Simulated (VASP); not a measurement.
# Ce (Fm-3m) in VASP: a series of runs, part 2 of 2

VASP 6.6.1.

## 3. Single point, r2SCAN

POSCAR reads:

```
Ce
1.0
    0.0000000000      2.3390384114      2.3390384114
    2.3390384114      0.0000000000      2.3390384114
    2.3390384114      2.3390384114      0.0000000000
Ce
1
Direct
    0.0000000000      0.0000000000      0.0000000000
```

INCAR.step1 reads:

```
SYSTEM = Ce
  PREC = Accurate
  ENCUT = 520
  ISMEAR = 1
  SIGMA = 0.01
  LREAL = .False.
  LASPH = .True.
  NELM = 100
  NBANDS = 12
  GGA = PE
  ALGO = Normal
  EDIFF = 1E-4
  LWAVE = .True.
  LCHARG = .False.
```

INCAR.step2 reads:

```
SYSTEM = Ce
  PREC = Accurate
  ENCUT = 520
  EDIFF = 1E-6
  ISMEAR = 1
  SIGMA = 0.01
  LREAL = .False.
  LASPH = .True.
  NELM = 100
  ALGO = Normal
  ISIF = 2
  LWAVE = .False.
  LCHARG = .False.
  METAGGA = R2SCAN
  LMIXTAU = .True.
  NBANDS = 12
  ISTART = 1
```

KPOINTS reads:

```
Automatic mesh
0
Gamma
  12 12 12
  0 0 0
```

Potentials or basis: VASP PAW PBE potentials, release 64 (Ce).

Launch:

```console
cat potpaw_PBE.64/Ce/POTCAR > POTCAR
cp INCAR.step1 INCAR
mpirun -np 1 vasp_std > vasp.out
cp INCAR.step2 INCAR
mpirun -np 1 vasp_std > vasp.out
```

It took 90 s on 1 thread of Intel Xeon Platinum 8488C (Sapphire Rapids), shared host; peak memory 0.19 GiB.

Results (log left out):

```
Free energy            : -30.8356 eV
Pressure               : -0.7 GPa
Band gap on the k mesh : zero (bands 6 and 7 overlap by 0.53 eV)
```

Levels at points of the mesh, in eV from the Fermi level:
| k point | band 2 | band 3 | band 4 | band 5 | band 6 | band 7 | band 8 | band 9 | band 10 | band 11 |
| --- | --- | --- | --- | --- | --- | --- | --- | --- | --- | --- |
| (0.00, 0.00, 0.00) | -16.73 | -16.73 | -16.73 | -2.88 | -0.40 | 0.39 | 0.39 | 0.39 | 1.38 | 1.38 |
| (0.50, 0.00, 0.00) | -19.95 | -17.13 | -17.13 | -2.30 | -0.22 | 0.61 | 0.61 | 0.72 | 1.06 | 1.06 |
| (0.50, 0.50, 0.00) | -19.71 | -17.87 | -17.87 | -3.29 | -2.61 | 0.71 | 0.73 | 0.79 | 0.79 | 0.94 |

Caveat: the PAW data sets were made with another functional, which shifts forces and pressure a little; spin-orbit coupling is left out, which moves the levels of the heavy elements; semilocal functionals describe open f shells poorly, which spoils levels, moments and volumes. Spin polarisation is off, so any magnetic state and its effect on volume and gap are missing.

## 4. Single point, r2SCAN

POSCAR is that of step 3.

INCAR.step1 reads:

```
ALGO     = Normal         # electronic algorithm
EDIFF    = 1E-4           # SCF threshold, eV
ENCUT    = 520            # plane-wave cutoff, eV
GGA      = PE             # functional
ISMEAR   = 1              # smearing method
LASPH    = T              # aspherical terms in the spheres
LCHARG   = F              # write CHGCAR
LREAL    = F              # projectors in reciprocal space
LWAVE    = T              # write WAVECAR
NBANDS   = 12             # bands
NELM     = 80             # most SCF steps
PREC     = Accurate       # precision mode
SIGMA    = 0.03           # smearing width, eV
```

INCAR.step2 reads:

```
ALGO     = Normal         # electronic algorithm
EDIFF    = 1E-6           # SCF threshold, eV
ENCUT    = 520            # plane-wave cutoff, eV
ISIF     = 2              # what is computed and relaxed
ISMEAR   = 1              # smearing method
ISTART   = 1            
LASPH    = T              # aspherical terms in the spheres
LCHARG   = T              # write CHGCAR
LELF     = T              # ELF
LMIXTAU  = T            
LREAL    = F              # projectors in reciprocal space
LVHAR    = T            
LWAVE    = F              # write WAVECAR
METAGGA  = R2SCAN         # meta-GGA
NBANDS   = 12             # bands
NELM     = 80             # most SCF steps
PREC     = Accurate       # precision mode
SIGMA    = 0.03           # smearing width, eV
```

KPOINTS reads:

```
k-points
0
Gamma
  12 12 12
```

Potentials or basis: VASP PAW PBE potentials, release 64 (Ce).

Launch:

```console
cat potpaw_PBE.64/Ce/POTCAR > POTCAR
cp INCAR.step1 INCAR
mpirun -np 1 vasp_std > vasp.out
cp INCAR.step2 INCAR
mpirun -np 1 vasp_std > vasp.out
```

OUTCAR:

```text
EDIFF = 1E-6
   ENCUT = 520
   ISIF = 2
   ISMEAR = 1
   ISTART = 1
   LASPH = T
   LREAL = F
   METAGGA = R2SCAN
   NELM = 80
   PREC = Accurate

 ion  position               nearest neighbor table
   1  0.000  0.000  0.000-

  LATTYP: Found a face centered cubic cell.
 ALAT       =     4.6780768228

  Lattice vectors:

 A1 = (   0.0000000000,   2.3390384114,   2.3390384114)
 A2 = (   2.3390384114,   0.0000000000,   2.3390384114)
 A3 = (   2.3390384114,   2.3390384114,   0.0000000000)

[... 537 lines left out ...]
     11      11.0791      0.00000
     12      11.0887      0.00000

 [... further k-points ...]

------------------------ aborting loop because EDIFF is reached ----------------------------------------

  FORCE on cell =-STRESS in cart. coord.  units (eV):
  Direction    XX          YY          ZZ          XY          YZ          ZX
  --------------------------------------------------------------------------------------
  -------------------------------------------------------------------------------------
  Total       -0.1111080     -0.1111080     -0.1111080      0.0000000      0.0000000     -0.0000000
  in kB       -6.9552662     -6.9552662     -6.9552662      0.0000000      0.0000000     -0.0000000
  external PRESSURE =      -6.9552662 kB  Pullay stress =       0.0000000 kB

 VOLUME and BASIS-vectors are now :
 -----------------------------------------------------------------------------
  energy-cutoff  :      520.00
  volume of cell :       25.59
      direct lattice vectors                 reciprocal lattice vectors
     0.000000000  2.339038411  2.339038411    -0.213763056  0.213763056  0.213763056
     2.339038411  0.000000000  2.339038411     0.213763056 -0.213763056  0.213763056
     2.339038411  2.339038411  0.000000000     0.213763056  0.213763056 -0.213763056

 POSITION                                       TOTAL-FORCE (eV/Angst)
 -----------------------------------------------------------------------------------
      0.00000      0.00000      0.00000        -0.000000     -0.000000     -0.000000
 -----------------------------------------------------------------------------------
    total drift:                                0.000000     -0.000000     -0.000000

  FREE ENERGIE OF THE ION-ELECTRON SYSTEM (eV)
  ---------------------------------------------------
  free  energy   TOTEN  =       -30.8356719861 eV

  energy  without entropy=      -30.8356659006  energy(sigma->0) =      -30.83566996
```

OUTCAR.step1:

```text
EDIFF = 1E-4
   ENCUT = 520
   GGA = PE
   ISMEAR = 1
   LASPH = T
[... 576 lines left out ...]

 POSITION                                       TOTAL-FORCE (eV/Angst)
 -----------------------------------------------------------------------------------
      0.00000      0.00000      0.00000         0.000000      0.000000      0.000000
 -----------------------------------------------------------------------------------
    total drift:                                0.000000     -0.000000     -0.000000

  FREE ENERGIE OF THE ION-ELECTRON SYSTEM (eV)
  ---------------------------------------------------
  free  energy   TOTEN  =        -5.9299211475 eV

  energy  without entropy=       -5.9298473984  energy(sigma->0) =       -5.92989656
```

Run time: 94 s. Hardware: 1 thread of Intel Xeon Platinum 8488C (Sapphire Rapids), shared host; peak memory 0.19 GiB.

Results:

```
Free energy            : -30.8357 eV
Pressure               : -0.7 GPa
Band gap on the k mesh : zero (bands 6 and 7 overlap by 0.53 eV)
```

Levels at points of the mesh, in eV from the Fermi level:
```csv
k point,band 3,band 4,band 5,band 6,band 7,band 8,band 9,band 10
"(0.00, 0.00, 0.00)",-16.73,-16.73,-2.87,-0.39,0.40,0.40,0.40,1.39
"(0.50, 0.00, 0.00)",-17.12,-17.12,-2.29,-0.21,0.62,0.62,0.73,1.07
"(0.50, 0.50, 0.00)",-17.86,-17.86,-3.28,-2.60,0.71,0.74,0.80,0.80
```

Caveat: the PAW data sets were made with another functional, which shifts forces and pressure a little; spin-orbit coupling is left out, which moves the levels of the heavy elements; semilocal functionals describe open f shells poorly, which spoils levels, moments and volumes.

## 5. The runs side by side

| smearing | gap on the mesh (eV) | pressure (GPa) |
| --- | --- | --- |
| gaussian 1 eV | none | 5.5 |
| methfessel-paxton 0.01 eV | none | -0.7 |
| methfessel-paxton 0.03 eV | none | -0.7 |

Alike in all rows: task single point; level r2SCAN; potentials or basis VASP PAW PBE potentials, release 64 (Ce); no spin polarisation; cell as given; k mesh 12 × 12 × 12; cutoff (eV) 520.

Caveats: the PAW data sets were made with another functional, which shifts forces and pressure a little; spin-orbit coupling is left out, which moves the levels of the heavy elements; semilocal functionals describe open f shells poorly, which spoils levels, moments and volumes; the highest band is partly filled, so the run has too few bands (at least some runs); the cell stands under pressure (at least some runs); so wide a smearing shifts energies and pressures (at least some runs).

Total energies depend on the potentials used, so only differences within one code and one set of settings carry meaning.
